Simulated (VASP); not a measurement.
Write the native input for VASP 6.6.1 that does the following.

```
Task                   : single point
Functional             : r2SCAN
Potentials or basis    : VASP PAW PBE potentials, release 64 (Ti_sv, B)
Cutoff                 : 520 eV
k mesh                 : 16 × 16 × 16
Occupations            : gaussian, width 0.1 eV
Spin                   : no spin polarisation
Dipole correction      : no
Further INCAR settings : ALGO = Normal; EDIFF = 1e-06; NBANDS = 14
```

Crystal: TiB.

```
Ti B
1.0
     0.00000    2.26415    2.26415
     2.26415    0.00000    2.26415
     2.26415    2.26415    0.00000
Ti B
1 1
Cartesian
  0.0000 0.0000 0.0000
  2.2641 2.2641 2.2641
```

These files were run (other wordings do the same):

POSCAR

```
TiB
1.0
    0.0000000000      2.2641478865      2.2641478865
    2.2641478865      0.0000000000      2.2641478865
    2.2641478865      2.2641478865      0.0000000000
Ti B
1 1
Direct
    0.0000000000      0.0000000000      0.0000000000
    0.5000000000      0.5000000000      0.5000000000
```

INCAR.step1

```
SYSTEM = TiB
PREC = Accurate
ENCUT = 520
ISMEAR = 0
SIGMA = 0.1
LREAL = .FALSE.
LASPH = .TRUE.
NELM = 100
NBANDS = 14
GGA = PE
ALGO = Normal
EDIFF = 1E-4
LWAVE = .TRUE.
LCHARG = .FALSE.
```

INCAR.step2

```
SYSTEM = TiB
PREC = Accurate
ENCUT = 520
EDIFF = 1E-6
ISMEAR = 0
SIGMA = 0.1
LREAL = .FALSE.
LASPH = .TRUE.
NELM = 100
ALGO = Normal
ISIF = 2
LWAVE = .FALSE.
LCHARG = .FALSE.
METAGGA = R2SCAN
LMIXTAU = .TRUE.
NBANDS = 14
ISTART = 1
```

KPOINTS

```
Automatic mesh
0
G
  16 16 16
  0 0 0
```

Potentials or basis: VASP PAW PBE potentials, release 64 (Ti_sv, B).

The run is started by

```sh
$ cat potpaw_PBE.64/Ti_sv/POTCAR potpaw_PBE.64/B/POTCAR > POTCAR
$ cp INCAR.step1 INCAR
$ mpirun -np 1 vasp_std > vasp.out
$ cp INCAR.step2 INCAR
$ mpirun -np 1 vasp_std > vasp.out
```

Results of the run:

```yaml
Pressure: 0.5 GPa
Band_gap_on_the_k_mesh: zero (an odd number of electrons rules out a gap without spin polarisation)
```

Caveat: the PAW data sets were made with another functional, which shifts forces and pressure a little; an odd number of electrons without spin polarisation forces a metal; a magnetic or distorted state may lie lower.

It took 110 s on 1 thread of Intel(R) Xeon(R) Platinum 8259CL CPU @ 2.50GHz (Skylake/Cascade Lake), on a shared host, peak memory 0.18 GiB.
